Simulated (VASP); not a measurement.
# Ni (P6_3/mmc) in VASP: single point with LDA

Aim: the single point of Ni with LDA.

Program: VASP 6.6.1. These are calculated values, not measurements. Logs are shortened: lines on timing, memory, paths and dates and some standing lists are left out, and cuts for length are marked.

## 1. The cell of the first run

The structure is hexagonal, space group P6_3/mmc (No. 194). The conventional cell has a = 2.448 Å, b = 2.448 Å, c = 4.073 Å, α = 90.00°, β = 90.00°, γ = 120.00°. Ni (site symmetry -6m2) has 12 Ni at 2.45 to 2.48 Å within 3.2 Å.

This isn't the form of Ni at room conditions, which is fcc.

## 2. Single point, LDA, collinear spin, ferromagnetic start

INCAR

```
  PREC = Accurate
  ENCUT = 590
  EDIFF = 1E-6
  ISMEAR = -1
  SIGMA = 0.15
  LREAL = False
  LASPH = True
  NELM = 200
  ALGO = Normal
  ISIF = 2
  LWAVE = False
  LCHARG = False
  ISPIN = 2
  MAGMOM = 1 1
  LORBIT = 11
  LMAXMIX = 4
  GGA = CA
  NBANDS = 29
  GGA_COMPAT = False
```

KPOINTS

```
regular mesh
0
Gamma
  5 5 3
```

POSCAR

```
Ni
1.0
    2.4480200000      0.0000000000      0.0000000000
   -1.2240100000      2.1200500000      0.0000000000
    0.0000000000      0.0000000000      4.0728100000
Ni
2
Direct
    0.3333333333      0.6666666667      0.2500000000
    0.6666666667      0.3333333333      0.7500000000
```

Potentials or basis: VASP PAW LDA potentials, release 64 (Ni_sv_GW).

The run is started by

```
> cat potpaw_LDA.64/Ni_sv_GW/POTCAR > POTCAR
> mpirun -np 1 vasp_std > vasp.out
```

OUTCAR:

```text
PREC = Accurate
   ENCUT = 590
   EDIFF = 1E-6
   ISMEAR = -1
   LREAL = False
   LASPH = True
   NELM = 200
   ISIF = 2
   ISPIN = 2
   LORBIT = 11
   GGA = CA

 ion  position               nearest neighbor table
   1  0.333  0.667  0.250-   2 2.48   2 2.48   2 2.48   2 2.48   2 2.48   2 2.48
   2  0.667  0.333  0.750-   1 2.48   1 2.48   1 2.48   1 2.48   1 2.48   1 2.48

  LATTYP: Found a hexagonal cell.
 ALAT       =     2.4480200000
 C/A-ratio  =     1.6637159827

  Lattice vectors:

 A1 = (   2.4480200000,   0.0000000000,   0.0000000000)
 A2 = (  -1.2240100000,   2.1200500000,   0.0000000000)
 A3 = (   0.0000000000,   0.0000000000,   4.0728100000)

Analysis of symmetry for initial positions (statically):
=====================================================================
 Subroutine PRICEL returns:
 Original cell was already a primitive cell.

 Routine SETGRP: Setting up the symmetry group for a
 hexagonal supercell.

 Subroutine GETGRP returns: Found 24 space group operations
 (whereof 12 operations were pure point group operations)
 out of a pool of 24 trial point group operations.

The static configuration has the point symmetry D_3d.
 The point group associated with its full space group is D_6h.

Analysis of symmetry for dynamics (positions and initial velocities):
=====================================================================
 Subroutine PRICEL returns:
 Original cell was already a primitive cell.

 Routine SETGRP: Setting up the symmetry group for a
 hexagonal supercell.

 Subroutine GETGRP returns: Found 24 space group operations
 (whereof 12 operations were pure point group operations)
 out of a pool of 24 trial point group operations.

The dynamic configuration has the point symmetry D_3d.
 The point group associated with its full space group is D_6h.

Analysis of structural, dynamic, and magnetic symmetry:
=====================================================================
 Subroutine PRICEL returns:
 Original cell was already a primitive cell.

 Routine SETGRP: Setting up the symmetry group for a
 hexagonal supercell.

 Subroutine GETGRP returns: Found 24 space group operations
 (whereof 12 operations were pure point group operations)
 out of a pool of 24 trial point group operations.

The overall configuration has the point symmetry D_3d.
 The point group associated with its full space group is D_6h.

 Subroutine INISYM returns: Found 24 space group operations
 (whereof 12 operations are pure point group operations),
 and found     1 'primitive' translations

----------------------------------------------------------------------------------------

                                     Primitive cell

  volume of cell :      21.1376

  direct lattice vectors                    reciprocal lattice vectors
     2.448020000  0.000000000  0.000000000     0.408493395  0.235843494  0.000000000
    -1.224010000  2.120050000  0.000000000     0.000000000  0.471686989  0.000000000
     0.000000000  0.000000000  4.072810000     0.000000000  0.000000000  0.245530727

  length of vectors
     2.448020000  2.448022157  4.072810000     0.471687404  0.471686989  0.245530727

  position of ions in fractional coordinates (direct lattice)
     0.333333333  0.666666667  0.250000000
     0.666666667  0.333333333  0.750000000

  ion indices of the primitive-cell ions
   primitive index   ion index
                 1           1
                 2           2

----------------------------------------------------------------------------------------

 KPOINTS: regular mesh

Automatic generation of k-mesh.
 Grid dimensions read from file:
 generate k-points for:    5    5    3

 Generating k-lattice:

  Cartesian coordinates                     Fractional coordinates (reciprocal lattice)
     0.081698679  0.047168699  0.000000000     0.200000000  0.000000000  0.000000000
     0.000000000  0.094337398  0.000000000     0.000000000  0.200000000  0.000000000
     0.000000000  0.000000000  0.081843576     0.000000000  0.000000000  0.333333333

  Length of vectors
     0.094337481  0.094337398  0.081843576

  Shift w.r.t. Gamma in fractional coordinates (k-lattice)
     0.000000000  0.000000000  0.000000000

 Subroutine IBZKPT returns following result:
 ===========================================

 Found     10 irreducible k-points:

 Following reciprocal coordinates:
            Coordinates               Weight
  0.000000  0.000000  0.000000      1.000000
  0.200000 -0.000000  0.000000      6.000000
  0.400000  0.000000  0.000000      6.000000
  0.200000  0.200000  0.000000      6.000000
  0.400000  0.200000  0.000000      6.000000
  0.000000  0.000000  0.333333      2.000000
  0.200000 -0.000000  0.333333     12.000000
  0.400000  0.000000  0.333333     12.000000
  0.200000  0.200000  0.333333     12.000000
  0.400000  0.200000  0.333333     12.000000
   k-points           NKPTS =     10   k-points in BZ     NKDIM =     10   number of bands    NBANDS=     29
   number of dos      NEDOS =    301   number of ions     NIONS =      2
   total plane-waves  NPLWV =  12800
   dimension x,y,z NGX =    20 NGY =   20 NGZ =   32
   dimension x,y,z NGXF=    40 NGYF=   40 NGZF=   64
   ions per type =               2
   NGX,Y,Z   is equivalent  to a cutoff of  13.58, 13.58, 13.06 a.u.
   NGXF,Y,Z  is equivalent  to a cutoff of  27.16, 27.16, 26.12 a.u.
 SYSTEM =  unknown system
   PREC   = accura    normal or accurate (medium, high low for compatibility)
   ISTART =      0    job   : 0-new  1-cont  2-samecut
   ICHARG =      2    charge: 1-file 2-atom 10-const
   ISPIN  =      2    spin polarized calculation?
   LNONCOLLINEAR =      F non collinear calculations
   LSORBIT =      F    spin-orbit coupling
   LASPH  =      T    aspherical Exc in radial PAW
   ENCUT  =  590.0 eV  43.36 Ry    6.59 a.u.   4.85  4.85  8.07*2*pi/ulx,y,z
   NELM   =    200;   NELMIN=  2; NELMDL= -5     # of ELM steps
   EDIFF  = 0.1E-05   stopping-criterion for ELM
   LREAL  =      F    real-space projection
[... 7 lines left out ...]
   TEBEG  =    0.0;   TEEND  =   0.0 temperature during run
   PSTRESS=    0.0 pullay stress
   NELECT =      36.0000    total number of electrons
   NUPDOWN=      -1.0000    fix difference up-down
   EMIN   =  10.00;   EMAX   =-10.00  energy-range for DOS
   EFERMI =   0.00;   METHOD = LEGACY
   ISMEAR =    -1;   SIGMA  =   0.15  broadening in eV -4-tet -1-fermi 0-gaus
   EFERMI_NEDOS =   21; number of points for ismear=-14 and -15
   IALGO  =     38    algorithm
   IMIX   =      4    mixing-type and parameters
     AMIX     =   0.40;   BMIX     =  1.00
     AMIX_MAG =   1.60;   BMIX_MAG =  1.00
  volume/ion in A,a.u.               =      10.57        71.32
  Fermi-wavevector in a.u.,A,eV,Ry     =   1.955047  3.694504 52.004321  3.822210
  Thomas-Fermi vector in A             =   2.981484
   LORBIT       =     11    0 simple, 1 ext, 2 COOP (PROOUT), +10 PAW based schemes
   GGA     = CA    functional components
   LHFCALC =     F    Hartree Fock is set to
   AEXX    =    0.0000 exact exchange contribution
   IVDW    =     0    specifies the selected vdW correction
   LEPSILON=     F    determine dielectric tensor
   LRPA    =     F    only Hartree local field effects (RPA)
 spin polarized calculation
  energy-cutoff  :      590.00
  volume of cell :       21.14
 maximum number of plane-waves:       701
 NGX is ok and might be reduce to    20
   NGX =  9   NGY =  9   NGZ = 17

 number of electron      35.9999970 magnetization       1.4002478

 Free energy of the ion-electron system (eV)
  ---------------------------------------------------
  ext. energy  EPLUGINS =         0.00000000
  ---------------------------------------------------
  free energy    TOTEN  =       -14.87811751 eV

  energy without entropy =      -14.59837169  energy(sigma->0) =      -14.73824460

 E-fermi :   7.7384     XC(G=0): -14.5226

 val. band max:        7.7060536164   @ k =   0.4000   0.2000   0.3333
 cond. band min:       7.7424618399   @ k =   0.4000   0.2000   0.0000
 fundamental gap:      0.0364082235
 Fermi energy:         7.7383822492

 spin component 1

 k-point     1 :       0.0000    0.0000    0.0000
  band No.  band energies     occupation
      1     -94.8602      1.00000
      2     -94.8241      1.00000
      3     -55.9060      1.00000
      4     -55.7567      1.00000
      5     -55.7566      1.00000
      6     -55.7237      1.00000
[... 21 lines left out ...]
     28      34.2423      0.00000
     29      37.9589      0.00000
[... 257 lines left out ...]
 k-point    10 :       0.4000    0.2000    0.3333
  band No.  band energies     occupation
      1     -94.8123      1.00000
      2     -94.8086      1.00000
      3     -55.9421      1.00000
      4     -55.9262      1.00000
      5     -55.8528      1.00000
      6     -55.8267      1.00000
[... 21 lines left out ...]
     28      34.3995      0.00000
     29      35.5255      0.00000
 Fermi energy:         7.7383822492

 spin component 2

 k-point     1 :       0.0000    0.0000    0.0000
  band No.  band energies     occupation
      1     -94.0297      1.00000
      2     -93.9925      1.00000
      3     -55.1421      1.00000
      4     -54.9328      1.00000
      5     -54.9328      1.00000
      6     -54.8989      1.00000
[... 21 lines left out ...]
     28      34.4366      0.00000
     29      38.1657      0.00000
[... 257 lines left out ...]
 k-point    10 :       0.4000    0.2000    0.3333
  band No.  band energies     occupation
      1     -93.9805      1.00000
      2     -93.9767      1.00000
      3     -55.1303      1.00000
      4     -55.1137      1.00000
      5     -55.0378      1.00000
      6     -55.0089      1.00000
[... 21 lines left out ...]
     28      34.5448      0.00000
     29      35.6726      0.00000

------------------------ aborting loop because EDIFF is reached ----------------------------------------

  FORCE on cell =-STRESS in cart. coord.  units (eV):
  Direction    XX          YY          ZZ          XY          YZ          ZX
  --------------------------------------------------------------------------------------
  -------------------------------------------------------------------------------------
  Total       -1.2946577     -1.2946608     -2.3738103      0.0000000      0.0000000      0.0000000
  in kB      -98.1319292    -98.1321598   -179.9290859      0.0000000      0.0000000      0.0000000
  external PRESSURE =    -125.3977250 kB  Pullay stress =       0.0000000 kB

 VOLUME and BASIS-vectors are now :
 -----------------------------------------------------------------------------
  energy-cutoff  :      590.00
  volume of cell :       21.14
      direct lattice vectors                 reciprocal lattice vectors
     2.448020000  0.000000000  0.000000000     0.408493395  0.235843494  0.000000000
    -1.224010000  2.120050000  0.000000000     0.000000000  0.471686989  0.000000000
     0.000000000  0.000000000  4.072810000     0.000000000  0.000000000  0.245530727

 POSITION                                       TOTAL-FORCE (eV/Angst)
 -----------------------------------------------------------------------------------
     -0.00000      1.41337      1.01820        -0.000000     -0.000000      0.000000
      1.22401      0.70668      3.05461         0.000000      0.000000      0.000000
 -----------------------------------------------------------------------------------
    total drift:                               -0.000000      0.000000     -0.000000

  FREE ENERGIE OF THE ION-ELECTRON SYSTEM (eV)
  ---------------------------------------------------
  free  energy   TOTEN  =       -14.8781175147 eV

  energy  without entropy=      -14.5983716891  energy(sigma->0) =      -14.73824460

 total charge

# of ion       s       p       d       f       tot
--------------------------------------------------
    1        2.251   6.331   7.799   0.006  16.386
    2        2.251   6.331   7.799   0.006  16.386
--------------------------------------------------
tot          4.501  12.663  15.597   0.011  32.772

 magnetization (x)

# of ion       s       p       d       f       tot
--------------------------------------------------
    1        0.001  -0.007   0.724  -0.000   0.718
    2        0.001  -0.007   0.724  -0.000   0.718
--------------------------------------------------
tot          0.002  -0.014   1.449  -0.000   1.437
```

It took 18 s on 1 thread of Intel Xeon Platinum 8259CL at 2.50GHz (Skylake/Cascade Lake), shared host; peak memory 0.14 GiB.

Results:

```yaml
Free_energy: -14.8781 eV
Pressure: -12.5 GPa
Net_moment: 1.40 μB per cell
Site_moments: Ni +0.72 μB
Valence_electrons_inside_the_program's_atomic_spheres: Ni 16.39
```

Stress tensor (GPa, compression positive):
```
 -9.81   0.00   0.00
  0.00  -9.81   0.00
  0.00   0.00 -17.99
```

Levels at points of the mesh, in eV from the Fermi level:
Spin up:
| k point | band 17 | band 18 | band 19 | band 20 | band 21 | band 22 |
| --- | --- | --- | --- | --- | --- | --- |
| (0.00, 0.00, 0.00) | -1.63 | -0.68 | -0.68 | -0.53 | 5.59 | 23.01 |
Spin down:
```csv
k point,band 13,band 14,band 15,band 16,band 17,band 18,band 19,band 20,band 21,band 22
"(0.00, 0.00, 0.00)",-1.74,-1.45,-1.45,-0.97,-0.97,-0.48,0.02,0.02,6.04,23.02
```

Caveat: the k points lie up to 0.59 Å⁻¹ apart.
